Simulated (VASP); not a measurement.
Input of a VASP 6.6.1 run:

Contents of POSCAR:

```
CdS
1.0
    4.1646012805      0.0000000000      0.0000000000
   -2.0823006403      3.6066505056      0.0000000000
    0.0000000000      0.0000000000      6.7998405368
Cd S
2 2
Direct
    0.3333333333      0.6666666667     -0.0004056599
    0.6666666667      0.3333333333      0.4995943401
    0.3333333333      0.6666666667      0.3754056599
    0.6666666667      0.3333333333      0.8754056599
```

File INCAR.step1:

```
SYSTEM = CdS
PREC = Accurate
ENCUT = 520
ISMEAR = 0
SIGMA = 0.01
LREAL = .False.
LASPH = .True.
NELM = 100
NBANDS = 26
GGA = PE
ALGO = Normal
EDIFF = 1E-4
LWAVE = .True.
LCHARG = .False.
```

Contents of INCAR.step2:

```
SYSTEM = CdS
PREC = Accurate
ENCUT = 520
EDIFF = 1E-6
ISMEAR = 0
SIGMA = 0.01
LREAL = .False.
LASPH = .True.
NELM = 100
ALGO = Normal
ISIF = 2
LWAVE = .False.
LCHARG = .False.
METAGGA = R2SCAN
LMIXTAU = .True.
NBANDS = 26
ISTART = 1
```

Contents of KPOINTS:

```
regular mesh
0
Gamma
  12 12 4
  0 0 0
```

Potentials or basis: VASP PAW PBE potentials, release 64 (Cd, S).

The run is started by

```sh
$ cat potpaw_PBE.64/Cd/POTCAR potpaw_PBE.64/S/POTCAR > POTCAR
$ cp INCAR.step1 INCAR
$ mpirun -np 1 vasp_std > vasp.out
$ cp INCAR.step2 INCAR
$ mpirun -np 1 vasp_std > vasp.out
```

Problem. Estimate the pressure.

Solution. 0.0 GPa.

Problem. What does it give for the band gap on the k mesh?

Solution. 1.60 eV, direct.

Stress tensor (GPa, compression positive):
```
 0.06  0.00  0.00
 0.00  0.06  0.00
 0.00  0.00 -0.17
```

Caveat: the cell differs from its parent crystal (uniaxial z strain +0.5%); the PAW data sets were made with another functional, which shifts forces and pressure a little. A k mesh can miss the band edges.
